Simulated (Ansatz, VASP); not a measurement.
# Ti: VASP beside Ansatz

```
Ti
1.0
     8.81807    0.00000    0.00000
    -4.40904    7.63667    0.00000
     0.00000    0.00000    9.29704
Ti
36
Direct
  0.11111 0.22222 0.12500
  0.22222 0.11111 0.37500
  0.11111 0.22222 0.62500
  0.22222 0.11111 0.87500
  0.11111 0.55556 0.12500
  0.22222 0.44444 0.37500
  0.11111 0.55556 0.62500
  0.22222 0.44444 0.87500
  0.11111 0.88889 0.12500
  0.22222 0.77778 0.37500
  0.11111 0.88889 0.62500
  0.22222 0.77778 0.87500
  0.44444 0.22222 0.12500
  0.55556 0.11111 0.37500
  0.44444 0.22222 0.62500
  0.55556 0.11111 0.87500
  0.44444 0.55556 0.12500
  0.55556 0.44444 0.37500
  0.44444 0.55556 0.62500
  0.55556 0.44444 0.87500
  0.44444 0.88889 0.12500
  0.55556 0.77778 0.37500
  0.44444 0.88889 0.62500
  0.55556 0.77778 0.87500
  0.77778 0.22222 0.12500
  0.88889 0.11111 0.37500
  0.77778 0.22222 0.62500
  0.88889 0.11111 0.87500
  0.77778 0.55556 0.12500
  0.88889 0.44444 0.37500
  0.77778 0.55556 0.62500
  0.88889 0.44444 0.87500
  0.77778 0.88889 0.12500
  0.88889 0.77778 0.37500
  0.77778 0.88889 0.62500
  0.88889 0.77778 0.87500
```

Alike in both runs: task single point; functional LDA; k mesh 2 × 2 × 2; occupations methfessel-paxton of order 1, width 0.1 eV; no spin polarisation.

```csv
,VASP,Ansatz
version,VASP 6.6.1,Ansatz 0.2.0
potentials or method,"VASP PAW LDA potentials, release 64 (Ti_sv), cutoff 500 eV",plane-wave PAW DFT
valence electrons in the cell,432,432
```

Ansatz gave:

| Property | Result |
| --- | --- |
| pressure (GPa) | -8.7 |
| traceless stress, the component that is largest in VASP (GPa) | 0.41 |

Task: Estimate VASP's values.

Result: Pressure (GPa): -8.8; traceless stress, the component that is largest in VASP (GPa): 0.40.

Ansatz warns that its potentials were made for another functional, while VASP's fit it. LDA's correlation is that of Perdew and Zunger in VASP and of Perdew and Wang (1992) in Ansatz.

The k mesh is coarse, so the values compare programs but aren't converged.
